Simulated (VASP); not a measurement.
Write the native input for VASP 6.6.1 that does the following.

| Item | Value |
| --- | --- |
| Task | relaxation of cell and atoms |
| Functional | PBE |
| Dispersion | D3(BJ) |
| Potentials or basis | VASP PAW PBE potentials, release 64 (W_sv, C) |
| Cutoff | 600 eV |
| k mesh | 11 × 11 × 9 |
| Occupations | fermi-dirac, width 0.05 eV |
| Spin | no spin polarisation |
| Dipole correction | no |
| Further INCAR settings | ALGO = Normal; EDIFF = 1e-06; IBRION = 2; EDIFFG = -0.01; NSW = 80; ISIF = 3 |

The structure of WC lies in POSCAR:

```
WC
1.0
    2.9065000000      0.0000000000      0.0000000000
   -1.4532500000      2.5171028400      0.0000000000
    0.0000000000      0.0000000000      2.8366000000
W C
1 1
Direct
    0.0000000000      0.0000000000      0.0000000000
    0.6666666667      0.3333333333      0.5000000000
```

These files were run (other wordings do the same):

INCAR

```
ALGO     = Normal         # electronic algorithm
EDIFF    = 1E-6           # SCF threshold, eV
EDIFFG   = -0.01          # ionic threshold
ENCUT    = 600            # plane-wave cutoff, eV
GGA      = PE             # functional
IBRION   = 2              # ionic algorithm
ISIF     = 3              # what is computed and relaxed
ISMEAR   = -1             # smearing method
IVDW     = 12             # dispersion correction
LASPH    = T              # aspherical terms in the spheres
LCHARG   = F              # write CHGCAR
LREAL    = F              # projectors in reciprocal space
LWAVE    = F              # write WAVECAR
NELM     = 60             # most SCF steps
NSW      = 80             # ionic steps
PREC     = Accurate       # precision mode
SIGMA    = 0.05           # smearing width, eV
```

KPOINTS

```
k-points
0
Gamma
  11 11 9
```

Potentials or basis: VASP PAW PBE potentials, release 64 (W_sv, C).

Run with:

```bash
$ cat potpaw_PBE.64/W_sv/POTCAR potpaw_PBE.64/C/POTCAR > POTCAR
$ mpirun -np 1 vasp_std > vasp.out
```

It gave:

* Relaxed volume: 10.36 Å³/atom
* Relaxed cell: a = 2.905 Å, b = 2.905 Å, c = 2.834 Å, α = 90.00°, β = 90.00°, γ = 120.00°
* Space group after relaxing (to 0.1 Å): P-6m2 (No. 187)
* Energy gained by relaxing: 0.0 meV/atom
* Ionic steps: 3
* Pressure after relaxing: 0.0 GPa
* Band gap on the k mesh: zero (bands 9 and 10 overlap by 1.20 eV)
* Dispersion energy per atom: -0.463 eV

Caveat: spin-orbit coupling is left out, which moves the levels of the heavy elements.

Wall time 51 s on 1 thread of Intel Xeon 8259CL, on a shared host, peak memory 0.18 GiB.
